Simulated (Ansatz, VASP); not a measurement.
## PbS: VASP beside Ansatz

```xyz
2
Lattice="0.0000 2.9657 2.9657 2.9657 0.0000 2.9657 2.9657 2.9657 0.0000" Properties=species:S:1:pos:R:3 pbc="T T T"
Pb    0.0000    0.0000    0.0000
S     2.9657    2.9657    2.9657
```

Alike in both runs: task electric field gradients; functional HSE06; k mesh 5 × 5 × 5; occupations fermi-dirac, width 0.1 eV; no spin polarisation.

|  | VASP | Ansatz |
| --- | --- | --- |
| version | VASP 6.6.1 | Ansatz 0.2.0 |
| potentials or method | VASP PAW PBE potentials, release 64 (Pb_d, S) | Ansatz PAW |
| plane-wave cutoff (eV) | 400 | 420 |
| valence electrons in the cell | 20 | 20 |

Ansatz gave:

```
pressure (GPa) : 1.0
```

Q: Estimate VASP's values.

A: Pressure (GPa): 0.9.

Spin-orbit coupling is off throughout.
